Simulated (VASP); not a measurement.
# BaRe (R-3m) in VASP: further runs

Runs on BaRe. Level: PBE. Tasks: single point, relaxation of cell and atoms.

Everything below comes from runs of VASP 6.6.1. Logs are shortened: lines on timing, memory, paths and dates and some standing lists are left out, and cuts for length are marked.

### Step 1. The cell of the first run

Symmetry: R-3m, No. 166, trigonal system. Conventional cell: a = 3.014 Å, b = 3.014 Å, c = 17.737 Å, α = 90.00°, β = 90.00°, γ = 120.00°. Within 4.0 Å of Ba (site symmetry -3m) lie 6 Ba at 3.01 Å and 6 Re at 3.43 Å. Within 4.0 Å of Re (site symmetry -3m) lie 6 Re at 3.01 Å and 6 Ba at 3.43 Å.

### Step 2. Single point, PBE

Input file INCAR:

```
SYSTEM = BaRe
PREC     = Accurate       ! precision mode
ENCUT    = 520            ! plane-wave cutoff, eV
EDIFF    = 1E-7           ! SCF threshold, eV
ISMEAR   = 0              ! smearing method
SIGMA    = 0.1            ! smearing width, eV
LREAL    = .False.        ! projectors in reciprocal space
LASPH    = .True.         ! aspherical terms in the spheres
NELM     = 80             ! most SCF steps
ALGO     = Fast           ! electronic algorithm
ISIF     = 2              ! what is computed and relaxed
LWAVE    = .False.        ! write WAVECAR
LCHARG   = .False.        ! write CHGCAR
GGA      = PE             ! functional
NBANDS   = 16             ! bands
```

Input file KPOINTS:

```
Automatic mesh
0
Gamma
  6 6 6
  0 0 0
```

Input file POSCAR:

```
BaRe
1.0
    1.5068362980      0.8699723440      5.9122169849
   -1.5068362980      0.8699723440      5.9122169849
    0.0000000000     -1.7399446829      5.9122169857
Ba Re
1 1
Direct
    0.0000000000      0.0000000000      0.0000000000
    0.5000000000      0.5000000000      0.5000000000
```

Potentials or basis: VASP PAW PBE potentials, release 64 (Ba_sv, Re).

Launch:

```
cat potpaw_PBE.64/Ba_sv/POTCAR potpaw_PBE.64/Re/POTCAR > POTCAR
mpirun -np 1 vasp_std > vasp.out
```

OUTCAR:

```text
SYSTEM = BaRe
   PREC = Accurate
   ENCUT = 520
   EDIFF = 1E-7
   ISMEAR = 0
   LREAL = .False.
   LASPH = .True.
   NELM = 80
   ISIF = 2
   GGA = PE

 ion  position               nearest neighbor table
   1  0.000  0.000  0.000-   2 3.43   2 3.43   2 3.43   2 3.43   2 3.43   2 3.43
   2  0.500  0.500  0.500-   1 3.43   1 3.43   1 3.43   1 3.43   1 3.43   1 3.43

  LATTYP: Found a trigonal (rhomboedric) cell.
 ALAT       =     6.1629308924
 COS(alpha) =     0.8804395484

  Lattice vectors:

 A1 = (   1.5068362980,   0.8699723440,   5.9122169849)
 A2 = (  -1.5068362980,   0.8699723440,   5.9122169849)
 A3 = (   0.0000000000,  -1.7399446829,   5.9122169857)

Analysis of symmetry for initial positions (statically):
=====================================================================
 Subroutine PRICEL returns:
 Original cell was already a primitive cell.

 Routine SETGRP: Setting up the symmetry group for a
 trigonal (rhombohedral) supercell.

 Subroutine GETGRP returns: Found 12 space group operations
 (whereof 12 operations were pure point group operations)
 out of a pool of 12 trial point group operations.

The static configuration has the point symmetry D_3d.

Analysis of symmetry for dynamics (positions and initial velocities):
=====================================================================
 Subroutine PRICEL returns:
 Original cell was already a primitive cell.

 Routine SETGRP: Setting up the symmetry group for a
 trigonal (rhombohedral) supercell.

 Subroutine GETGRP returns: Found 12 space group operations
 (whereof 12 operations were pure point group operations)
 out of a pool of 12 trial point group operations.

The dynamic configuration has the point symmetry D_3d.

 Subroutine INISYM returns: Found 12 space group operations
 (whereof 12 operations are pure point group operations),
 and found     1 'primitive' translations

----------------------------------------------------------------------------------------

                                     Primitive cell

  volume of cell :      46.5022

  direct lattice vectors                    reciprocal lattice vectors
     1.506836298  0.869972344  5.912216985     0.331821048  0.191576972  0.056380430
    -1.506836298  0.869972344  5.912216985    -0.331821048  0.191576972  0.056380430
     0.000000000 -1.739944683  5.912216986     0.000000000 -0.383153943  0.056380430

  length of vectors
     6.162930892  6.162930892  6.162930892     0.387279869  0.387279869  0.387279869

  position of ions in fractional coordinates (direct lattice)
     0.000000000  0.000000000  0.000000000
     0.500000000  0.500000000  0.500000000

  ion indices of the primitive-cell ions
   primitive index   ion index
                 1           1
                 2           2

----------------------------------------------------------------------------------------

 KPOINTS: Automatic mesh

Automatic generation of k-mesh.
 Grid dimensions read from file:
 generate k-points for:    6    6    6

 Generating k-lattice:

  Cartesian coordinates                     Fractional coordinates (reciprocal lattice)
     0.055303508  0.031929495  0.009396738     0.166666667 -0.000000000 -0.000000000
    -0.055303508  0.031929495  0.009396738    -0.000000000  0.166666667 -0.000000000
     0.000000000 -0.063858991  0.009396738    -0.000000000 -0.000000000  0.166666667

  Length of vectors
     0.064546645  0.064546645  0.064546645

  Shift w.r.t. Gamma in fractional coordinates (k-lattice)
     0.000000000  0.000000000  0.000000000

 Subroutine IBZKPT returns following result:
 ===========================================

 Found     32 irreducible k-points:

 Following reciprocal coordinates:
            Coordinates               Weight
  0.000000  0.000000  0.000000      1.000000
  0.166667  0.000000 -0.000000      6.000000
  0.333333  0.000000 -0.000000      6.000000
  0.500000  0.000000  0.000000      3.000000
  0.166667  0.166667 -0.000000      6.000000
  0.333333  0.166667 -0.000000     12.000000
[... 16 lines left out ...]
  0.500000  0.500000  0.166667      6.000000
 -0.333333  0.500000  0.166667     12.000000
 [... further k-points ...]
   k-points           NKPTS =     32   k-points in BZ     NKDIM =     32   number of bands    NBANDS=     16
   number of dos      NEDOS =    301   number of ions     NIONS =      2
   total plane-waves  NPLWV = 110592
   dimension x,y,z NGX =    48 NGY =   48 NGZ =   48
   dimension x,y,z NGXF=    96 NGYF=   96 NGZF=   96
   ions per type =               1   1
   NGX,Y,Z   is equivalent  to a cutoff of  12.95, 12.95, 12.95 a.u.
   NGXF,Y,Z  is equivalent  to a cutoff of  25.90, 25.90, 25.90 a.u.
 SYSTEM =  BaRe
   PREC   = accura    normal or accurate (medium, high low for compatibility)
   ISTART =      0    job   : 0-new  1-cont  2-samecut
   ICHARG =      2    charge: 1-file 2-atom 10-const
   ISPIN  =      1    spin polarized calculation?
   LNONCOLLINEAR =      F non collinear calculations
   LSORBIT =      F    spin-orbit coupling
   LASPH  =      T    aspherical Exc in radial PAW
   ENCUT  =  520.0 eV  38.22 Ry    6.18 a.u.  11.46 11.46 11.46*2*pi/ulx,y,z
   NELM   =     80;   NELMIN=  2; NELMDL= -5     # of ELM steps
   EDIFF  = 0.1E-06   stopping-criterion for ELM
   LREAL  =      F    real-space projection
   EDIFFG = 0.1E-05   stopping-criterion for IOM
   NSW    =      0    number of steps for IOM
   IBRION =     -1    ionic relax: 0-MD 1-quasi-New 2-CG
   NFREE  =      0    steps in history (QN), initial steepest desc. (CG)
   ISIF   =      2    stress and relaxation
   ISYM   =      2    0-nonsym 1-usesym 2-fastsym
   POTIM  = 0.5000    time-step for ionic-motion
   TEBEG  =    0.0;   TEEND  =   0.0 temperature during run
   PSTRESS=    0.0 pullay stress
   NELECT =      17.0000    total number of electrons
   NUPDOWN=      -1.0000    fix difference up-down
   EMIN   =  10.00;   EMAX   =-10.00  energy-range for DOS
   EFERMI =   0.00;   METHOD = LEGACY
   ISMEAR =     0;   SIGMA  =   0.10  broadening in eV -4-tet -1-fermi 0-gaus
   EFERMI_NEDOS =   21; number of points for ismear=-14 and -15
   IALGO  =     68    algorithm
   IMIX   =      4    mixing-type and parameters
     AMIX     =   0.40;   BMIX     =  1.00
     AMIX_MAG =   1.60;   BMIX_MAG =  1.00
  volume/ion in A,a.u.               =      23.25       156.91
  Fermi-wavevector in a.u.,A,eV,Ry     =   1.170577  2.212070 18.643399  1.370251
  Thomas-Fermi vector in A             =   2.307034
   LORBIT       =      0    0 simple, 1 ext, 2 COOP (PROOUT), +10 PAW based schemes
   GGA     = PE    functional components
   LHFCALC =     F    Hartree Fock is set to
   AEXX    =    0.0000 exact exchange contribution
   IVDW    =     0    specifies the selected vdW correction
   LEPSILON=     F    determine dielectric tensor
   LRPA    =     F    only Hartree local field effects (RPA)
 non-spin polarized calculation
 RMM-DIIS sequential band-by-band and
 Gauss-broadening in eV      SIGMA  =   0.10
  energy-cutoff  :      520.00
  volume of cell :       46.50
 maximum number of plane-waves:      1282
 NGX is ok and might be reduce to    48
   NGX = 23   NGY = 23   NGZ = 23

 number of electron      17.0000001 magnetization

 Free energy of the ion-electron system (eV)
  ---------------------------------------------------
  ext. energy  EPLUGINS =         0.00000000
  ---------------------------------------------------
  free energy    TOTEN  =       -10.65734784 eV

  energy without entropy =      -10.64329316  energy(sigma->0) =      -10.65032050

 E-fermi :   5.0862     XC(G=0): -11.3205

 val. band max:        5.0817707894   @ k =  -0.3333   0.3333   0.1667
 cond. band min:       5.0965711065   @ k =  -0.3333   0.5000   0.1667
 fundamental gap:      0.0148003171
 Fermi energy:         5.0862247569

 k-point     1 :       0.0000    0.0000    0.0000
  band No.  band energies     occupation
      1     -24.2593      2.00000
      2      -9.0899      2.00000
      3      -5.3825      2.00000
      4      -5.3825      2.00000
      5      -1.1109      2.00000
      6       3.1123      2.00000
[... 8 lines left out ...]
     15      14.7039      0.00000
     16      14.7142      0.00000

 k-point     2 :       0.1667    0.0000   -0.0000
  band No.  band energies     occupation
      1     -23.9037      2.00000
      2      -8.7716      2.00000
      3      -7.3848      2.00000
      4      -5.8650      2.00000
      5      -0.2320      2.00000
      6       3.4925      2.00000
[... 8 lines left out ...]
     15      12.5205      0.00000
     16      13.5748      0.00000

 k-point     3 :       0.3333    0.0000   -0.0000
  band No.  band energies     occupation
      1     -23.0635      2.00000
      2     -10.4680      2.00000
      3      -8.0257      2.00000
      4      -6.6710      2.00000
      5       1.4569      2.00000
      6       3.4682      2.00000
[... 8 lines left out ...]
     15      14.2356      0.00000
     16      14.6492      0.00000

 k-point     4 :       0.5000    0.0000    0.0000
  band No.  band energies     occupation
      1     -22.5456      2.00000
      2     -11.8545      2.00000
      3      -7.5738      2.00000
      4      -7.0182      2.00000
      5       1.6688      2.00000
      6       3.2738      2.00000
[... 8 lines left out ...]
     15      12.6132      0.00000
     16      15.2429      0.00000
[... 324 lines left out ...]
 k-point    22 :      -0.1667    0.3333    0.1667
  band No.  band energies     occupation
      1     -22.5631      2.00000
      2     -11.1944      2.00000
      3      -8.2986      2.00000
      4      -7.5524      2.00000
      5       2.1063      2.00000
      6       2.9657      2.00000
[... 8 lines left out ...]
     15      13.5791      0.00000
     16      13.9444      0.00000

 k-point    23 :       0.5000    0.5000    0.1667
  band No.  band energies     occupation
      1     -23.0631      2.00000
      2     -10.4548      2.00000
      3      -8.0368      2.00000
      4      -6.6673      2.00000
      5       1.4800      2.00000
      6       2.7073      2.00000
[... 8 lines left out ...]
     15      12.8425      0.00000
     16      14.5192      0.00000

 k-point    24 :      -0.3333    0.5000    0.1667
  band No.  band energies     occupation
      1     -22.5629      2.00000
      2     -11.1869      2.00000
      3      -8.3006      2.00000
      4      -7.5522      2.00000
      5       2.0162      2.00000
      6       2.6509      2.00000
[... 8 lines left out ...]
     15      11.6020      0.00000
     16      13.1841      0.00000

 [... further k-points ...]
[... 5 lines left out ...]
  --------------------------------------------------------------------------------------
  -------------------------------------------------------------------------------------
  Total        1.1012162      1.1012162      0.6125082      0.0000000     -0.0000000      0.0000000
  in kB       37.9411107     37.9411107     21.1032520      0.0000000     -0.0000000      0.0000000
  external PRESSURE =      32.3284911 kB  Pullay stress =       0.0000000 kB

 VOLUME and BASIS-vectors are now :
 -----------------------------------------------------------------------------
  energy-cutoff  :      520.00
  volume of cell :       46.50
      direct lattice vectors                 reciprocal lattice vectors
     1.506836298  0.869972344  5.912216985     0.331821048  0.191576972  0.056380430
    -1.506836298  0.869972344  5.912216985    -0.331821048  0.191576972  0.056380430
     0.000000000 -1.739944683  5.912216986     0.000000000 -0.383153943  0.056380430

 POSITION                                       TOTAL-FORCE (eV/Angst)
 -----------------------------------------------------------------------------------
      0.00000      0.00000      0.00000         0.000000      0.000000      0.000000
      0.00000      0.00000      8.86833        -0.000000      0.000000     -0.000000
 -----------------------------------------------------------------------------------
    total drift:                               -0.000000      0.000000     -0.000000

  FREE ENERGIE OF THE ION-ELECTRON SYSTEM (eV)
  ---------------------------------------------------
  free  energy   TOTEN  =       -10.6573478407 eV

  energy  without entropy=      -10.6432931634  energy(sigma->0) =      -10.65032050
```

Run time: 6.8 min. Hardware: 1 thread of Intel Xeon Platinum 8488C (Sapphire Rapids), shared host; peak memory 0.34 GiB.

What came out:

- Free energy: -10.6573 eV
- Pressure: 3.2 GPa

Caveat: the k points lie up to 0.41 Å⁻¹ apart; spin-orbit coupling is left out, which moves the levels of the heavy elements.

### Step 3. Relaxation of cell and atoms, PBE

Input file INCAR:

```
SYSTEM = BaRe
PREC = Accurate
ENCUT = 600
EDIFF = 1E-6
ISMEAR = 0
SIGMA = 0.1
LREAL = .FALSE.
LASPH = .TRUE.
NELM = 100
ALGO = Normal
ISIF = 3
LWAVE = .FALSE.
LCHARG = .FALSE.
GGA = PE
IBRION = 2
NSW = 100
EDIFFG = -0.01
```

Input file KPOINTS:

```
regular mesh
0
G
  21 21 21
  0 0 0
```

Input file POSCAR:

```
BaRe
1.0
    1.5068362980      0.8699723423      5.9122169852
   -1.5068362980      0.8699723423      5.9122169852
    0.0000000000     -1.7399446846      5.9122169852
Ba Re
1 1
Direct
    0.0000000000      0.0000000000      0.0000000000
    0.5000000000      0.5000000000      0.5000000000
```

Potentials or basis: VASP PAW PBE potentials, release 64 (Ba_sv, Re).

Launch:

```
cat potpaw_PBE.64/Ba_sv/POTCAR potpaw_PBE.64/Re/POTCAR > POTCAR
mpirun -np 1 vasp_std > vasp.out
```

Run time: 89 min. Hardware: 1 thread of Intel Xeon 6975P-C (Granite Rapids), shared host; peak memory 1.1 GiB.

It converged, with:

```
Free energy                            : -10.6542 eV
Relaxed volume                         : 24.03 Å³/atom
Relaxed cell                           : a = 6.183 Å, b = 6.183 Å, c = 6.183 Å, α = 28.66°, β = 28.66°, γ = 28.66°
Space group after relaxing (to 0.05 Å) : R-3m (No. 166)
Energy gained by relaxing              : 10.0 meV/atom
Ionic steps                            : 10
Pressure after relaxing                : 0.0 GPa
```

The path:
```tsv
step	energy change (eV)	largest force (eV/Å)	pressure (GPa)	volume (Å³)
1	0.0000	0.0000	3.67	46.50
2	0.0062	0.0000	-3.74	50.18
3	-0.0196	0.0000	-0.11	48.15
4	-0.0196	0.0000	-0.06	48.11
5	-0.0200	0.0000	0.04	48.05
6	-0.0200	0.0000	0.07	48.02
7	-0.0200	0.0000	0.07	48.03
8	-0.0200	0.0000	0.11	48.03
9	-0.0200	0.0000	-0.11	48.13
10	-0.0200	0.0000	0.00	48.06
```

Final structure:
```yaml
crystal:
  lattice:
    - [1.53014, 0.88343, 5.92519]
    - [-1.53014, 0.88343, 5.92519]
    - [0.00000, -1.76686, 5.92519]
  atoms:
    - { symbol: Ba, position: [0.00000, 0.00000, 0.00000] }
    - { symbol: Re, position: [0.50000, 0.50000, 0.50000] }
```

Levels at points of the mesh, in eV from the Fermi level:
```csv
k point,band 4,band 5,band 6,band 7,band 8,band 9,band 10,band 11,band 12
"(0.00, 0.00, 0.00)",-10.81,-6.16,-2.00,-0.65,-0.65,0.80,1.00,1.00,2.42
```

Caveat: spin-orbit coupling is left out, which moves the levels of the heavy elements.
